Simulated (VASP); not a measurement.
# Y2RhC3 (P6_3/mmc) in VASP: notebook, part 2 of 2

VASP 6.6.1. Earlier steps stand in the parts before.

## Step 3: Single point, PBE

This run uses another cell than the first one, of 14.59 Å³/atom.

Input file INCAR:

```
ALGO = Normal
EDIFF = 1E-6
ENCUT = 520
GGA = PE
ISIF = 2
ISMEAR = 0
LASPH = T
LCHARG = T
LELF = T
LREAL = F
LVHAR = T
LWAVE = F
NBANDS = 61
NELM = 80
PREC = Accurate
SIGMA = 0.1
```

Input file KPOINTS:

```
k-points
0
Gamma
  6 6 1
```

Input file POSCAR:

```
Y2RhC3
1.0
    3.2728663774      0.0000000000      0.0000000000
   -1.6364331887      2.8343854260      0.0000000000
    0.0000000000      0.0000000000     18.8696204820
Y Rh C
4 2 6
Direct
    0.3333333333      0.6666666667      0.9280000000
    0.6666666667      0.3333333333      0.4280000000
    0.6666666667      0.3333333333      0.0720000000
    0.3333333333      0.6666666667      0.5720000000
    0.0000000000      0.0000000000      0.2500000000
    0.0000000000      0.0000000000      0.7500000000
    0.0000000000      0.0000000000      0.5000000000
    0.0000000000      0.0000000000      0.0000000000
    0.3333333333      0.6666666667      0.3650000000
    0.6666666667      0.3333333333      0.8650000000
    0.6666666667      0.3333333333      0.6350000000
    0.3333333333      0.6666666667      0.1350000000
```

Potentials or basis: VASP PAW PBE potentials, release 64 (Y_sv, Rh_pv, C).

Started as:

```
$ cat potpaw_PBE.64/Y_sv/POTCAR potpaw_PBE.64/Rh_pv/POTCAR potpaw_PBE.64/C/POTCAR > POTCAR
$ mpirun -np 1 vasp_std > vasp.out
```

OUTCAR:

```text
EDIFF = 1E-6
   ENCUT = 520
   GGA = PE
   ISIF = 2
   ISMEAR = 0
   LASPH = T
   LREAL = F
   NELM = 80
   PREC = Accurate

 ion  position               nearest neighbor table
   1  0.333  0.667  0.928-  10 2.23  10 2.23  10 2.23   8 2.33   8 2.33   8 2.33   3 3.31   3 3.31
                             3 3.31   6 3.85   6 3.85   6 3.85
   2  0.667  0.333  0.428-   9 2.23   9 2.23   9 2.23   7 2.33   7 2.33   7 2.33   4 3.31   4 3.31
                             4 3.31   5 3.85   5 3.85   5 3.85
   3  0.667  0.333  0.072-  12 2.23  12 2.23  12 2.23   8 2.33   8 2.33   8 2.33   1 3.31   1 3.31
[... 666 lines left out ...]
 -----------------------------------------------------------------------------
  energy-cutoff  :      520.00
  volume of cell :      175.05
      direct lattice vectors                 reciprocal lattice vectors
     3.272866377  0.000000000  0.000000000     0.305542569  0.176405084  0.000000000
    -1.636433189  2.834385426  0.000000000     0.000000000  0.352810169  0.000000000
     0.000000000  0.000000000 18.869620482     0.000000000  0.000000000  0.052995236

 POSITION                                       TOTAL-FORCE (eV/Angst)
 -----------------------------------------------------------------------------------
     -0.00000      1.88959     17.51101        -0.000000      0.000000     -1.489462
      1.63643      0.94480      8.07620        -0.000000      0.000000     -1.489462
      1.63643      0.94480      1.35861        -0.000000     -0.000000      1.489462
     -0.00000      1.88959     10.79342         0.000000     -0.000000      1.489462
      0.00000      0.00000      4.71741         0.000000     -0.000000      0.000000
      0.00000      0.00000     14.15222        -0.000000      0.000000      0.000000
      0.00000      0.00000      9.43481         0.000000      0.000000      0.000000
      0.00000      0.00000      0.00000         0.000000      0.000000      0.000000
     -0.00000      1.88959      6.88741         0.000000      0.000000     -4.463583
      1.63643      0.94480     16.32222        -0.000000     -0.000000     -4.463583
      1.63643      0.94480     11.98221        -0.000000     -0.000000      4.463583
     -0.00000      1.88959      2.54740        -0.000000      0.000000      4.463583
 -----------------------------------------------------------------------------------
    total drift:                                0.000000      0.000000      0.000000

  FREE ENERGIE OF THE ION-ELECTRON SYSTEM (eV)
  ---------------------------------------------------
  free  energy   TOTEN  =       -77.7392965414 eV

  energy  without entropy=      -77.6409268184  energy(sigma->0) =      -77.69011168
```

OSZICAR:

```text
N       E                     dE             d eps       ncg     rms          rms(c)
DAV:   1     0.777847879935E+03    0.77785E+03   -0.52614E+04   862   0.163E+03
DAV:   2    -0.328764789742E+02   -0.81072E+03   -0.77190E+03   929   0.443E+02
DAV:   3    -0.113296633364E+03   -0.80420E+02   -0.76577E+02  1436   0.101E+02
DAV:   4    -0.119140982002E+03   -0.58443E+01   -0.57587E+01  1260   0.222E+01
[... 25 lines left out ...]
DAV:  30    -0.777393755256E+02    0.18846E-03   -0.55972E-04  1002   0.828E-02    0.575E-01
DAV:  31    -0.777393009153E+02    0.74610E-04   -0.13305E-04   978   0.496E-02    0.243E-01
DAV:  32    -0.777393084793E+02   -0.75640E-05   -0.32998E-05   962   0.260E-02    0.928E-02
DAV:  33    -0.777392971495E+02    0.11330E-04   -0.93919E-06   826   0.140E-02    0.186E-02
DAV:  34    -0.777392965414E+02    0.60818E-06   -0.18004E-06   631   0.518E-03
   1 F= -.77739297E+02 E0= -.77690112E+02  d E =-.983697E-01
```

Wall time 4 min (1 thread of AMD EPYC 9R14 (Zen 4), shared host); peak memory 0.28 GiB.

What came out:

```yaml
Free_energy: -77.7393 eV
Pressure: 15.5 GPa
Largest_force: 4.464 eV/Å
Band_gap_on_the_k_mesh: zero (bands 49 and 50 overlap by 0.21 eV)
```

Forces in eV/Å, atoms in the order of the input:
```
Y    0.000  0.000 -1.489
Y    0.000  0.000 -1.489
Y    0.000  0.000  1.489
Y    0.000  0.000  1.489
Rh   0.000  0.000  0.000
Rh   0.000  0.000  0.000
C    0.000  0.000  0.000
C    0.000  0.000  0.000
C    0.000  0.000 -4.464
C    0.000  0.000 -4.464
C    0.000  0.000  4.464
C    0.000  0.000  4.464
```

Levels at points of the mesh, in eV from the Fermi level:
| k point | band 46 | band 47 | band 48 | band 49 | band 50 | band 51 | band 52 | band 53 |
| --- | --- | --- | --- | --- | --- | --- | --- | --- |
| (0.00, 0.00, 0.00) | -0.65 | -0.33 | -0.33 | -0.26 | -0.17 | -0.17 | 0.55 | 1.56 |
| (0.50, 0.00, 0.00) | -0.21 | -0.10 | 0.00 | 0.04 | 0.13 | 0.42 | 0.64 | 0.89 |

Caveat: the k points lie up to 0.37 Å⁻¹ apart; forces of over 1 eV/Å act on the atoms, so gaps and moduli don't describe the material at rest.

## Step 4: Single point, PBE

Input file INCAR:

```
PREC = Accurate
ENCUT = 520
EDIFF = 1E-7
ISMEAR = 0
SIGMA = 0.1
LREAL = F
LASPH = T
NELM = 60
ALGO = Normal
ISIF = 2
LWAVE = F
LCHARG = F
GGA = PE
NBANDS = 61
```

Input file KPOINTS:

```
regular mesh
0
Gamma
  12 12 4
```

Input file POSCAR:

```
Y2RhC3
1.0
    3.6146598218      0.0000000000      0.0000000000
   -1.8073299109      3.1303872317      0.0000000000
    0.0000000000      0.0000000000     15.2329069987
Y Rh C
4 2 6
Direct
    0.3333333333      0.6666666667      0.9101787382
    0.6666666667      0.3333333333      0.4101787382
    0.6666666667      0.3333333333      0.0898212618
    0.3333333333      0.6666666667      0.5898212618
    0.0000000000      0.0000000000      0.2500000000
    0.0000000000      0.0000000000      0.7500000000
    0.0000000000      0.0000000000      0.5000000000
    0.0000000000      0.0000000000      0.0000000000
    0.3333333333      0.6666666667      0.2952506436
    0.6666666667      0.3333333333      0.7952506436
    0.6666666667      0.3333333333      0.7047493564
    0.3333333333      0.6666666667      0.2047493564
```

Started as:

```
$ cat potpaw_PBE.64/Y_sv/POTCAR potpaw_PBE.64/Rh_pv/POTCAR potpaw_PBE.64/C/POTCAR > POTCAR
$ mpirun -np 1 vasp_std > vasp.out
```

Wall time 18 min (1 thread of AMD EPYC 9R14 (Zen 4), shared host); peak memory 0.6 GiB.

It converged, with:

```yaml
Free_energy: -97.2623 eV
Pressure: 0.0 GPa
Largest_force: 0.091 eV/Å
Band_gap_on_the_k_mesh: zero (bands 49 and 50 overlap by 2.41 eV)
```

Forces on the atoms (eV/Å):
```
Y    0.000  0.000  0.001
Y    0.000  0.000  0.001
Y    0.000  0.000 -0.001
Y    0.000  0.000 -0.001
Rh   0.000  0.000  0.000
Rh   0.000  0.000  0.000
C    0.000  0.000  0.000
C    0.000  0.000  0.000
C    0.000  0.000  0.091
C    0.000  0.000  0.091
C    0.000  0.000 -0.091
C    0.000  0.000 -0.091
```

Stress tensor (GPa, compression positive):
```
-0.01  0.00  0.00
 0.00 -0.01  0.00
 0.00  0.00  0.11
```

Levels at points of the mesh, in eV from the Fermi level:
```csv
k point,band 47,band 48,band 49,band 50,band 51,band 52,band 53,band 54
"(0.00, 0.00, 0.00)",1.63,1.63,1.75,2.06,2.06,2.13,2.13,2.35
"(0.50, 0.00, 0.00)",-0.85,-0.40,-0.20,-0.19,-0.13,1.19,1.70,2.19
"(0.00, 0.00, 0.50)",1.77,1.77,1.77,1.77,1.86,1.86,2.60,2.60
"(0.50, 0.00, 0.50)",-0.73,-0.73,-0.25,-0.25,0.63,0.63,2.00,2.00
```

## Step 5: Summary

```csv
cell,k mesh,gap on the mesh (eV),pressure (GPa),largest force (eV/Å)
"a = 3.600, b = 3.600, c = 15.334 Å, angles 90.0, 90.0, 120.0°, 12 atoms, atomic positions A",6 × 6 × 1,none,0.0,0.09
"a = 3.273, b = 3.273, c = 18.870 Å, angles 90.0, 90.0, 120.0°, 12 atoms, atomic positions B",6 × 6 × 1,none,15.5,4.46
"a = 3.615, b = 3.615, c = 15.233 Å, angles 90.0, 90.0, 120.0°, 12 atoms, atomic positions A",12 × 12 × 4,none,0.0,0.09
```

Alike in all rows: task single point; level PBE; potentials or basis VASP PAW PBE potentials, release 64 (Y_sv, Rh_pv, C); no spin polarisation; cutoff (eV) 520; smearing gaussian 0.1 eV.

Caveats: some runs use coarse meshes; forces of over 1 eV/Å act on the atoms, so gaps and moduli don't describe the material at rest (at least some runs).

Absolute energies hang on the potentials; compare differences alone.
